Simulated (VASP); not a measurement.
Wanted: the native input for a VASP 6.6.1 run.

| Item | Value |
| --- | --- |
| Task | single point |
| Functional | PBE |
| Potentials or basis | VASP PAW PBE potentials, release 64 (Yb, B) |
| Cutoff | 520 eV |
| k mesh | 12 × 12 × 10 |
| Occupations | gaussian, width 0.05 eV |
| Spin | no spin polarisation |
| Dipole correction | no |
| Further INCAR settings | ALGO = Normal; EDIFF = 1e-06; NBANDS = 22 |

The structure of YbB2 lies in POSCAR:

```
YbB2
1.0
    3.2617197151      0.0000000000      0.0000000000
   -1.6308598575      2.7967644884      0.0000000000
    0.0000000000      0.0000000000      3.8463098280
Yb B
1 2
Direct
    0.0000000000      0.0000000000      0.0000000000
    0.3333333333      0.6666666667      0.5000000000
    0.6666666667      0.3333333333      0.5000000000
```

These files were run (other wordings do the same):

INCAR

```
  PREC = Accurate
  ENCUT = 520
  EDIFF = 1E-6
  ISMEAR = 0
  SIGMA = 0.05
  LREAL = F
  LASPH = T
  NELM = 100
  ALGO = Normal
  ISIF = 2
  LWAVE = F
  LCHARG = F
  GGA = PE
  NBANDS = 22
```

KPOINTS

```
regular mesh
0
Gamma
  12 12 10
```

Potentials or basis: VASP PAW PBE potentials, release 64 (Yb, B).

Command:

```sh
$ cat potpaw_PBE.64/Yb/POTCAR potpaw_PBE.64/B/POTCAR > POTCAR
$ mpirun -np 1 vasp_std > vasp.out
```

It gave:

- Pressure: -1.5 GPa
- Largest force: 0.029 eV/Å
- Band gap on the k mesh: zero (bands 15 and 16 overlap by 1.26 eV)

Caveat: spin-orbit coupling is left out, which moves the levels of the heavy elements.

Wall time 13 min on 1 thread of Intel(R) Xeon(R) Platinum 8259CL CPU @ 2.50GHz (Skylake/Cascade Lake), on a shared host, peak memory 0.34 GiB.
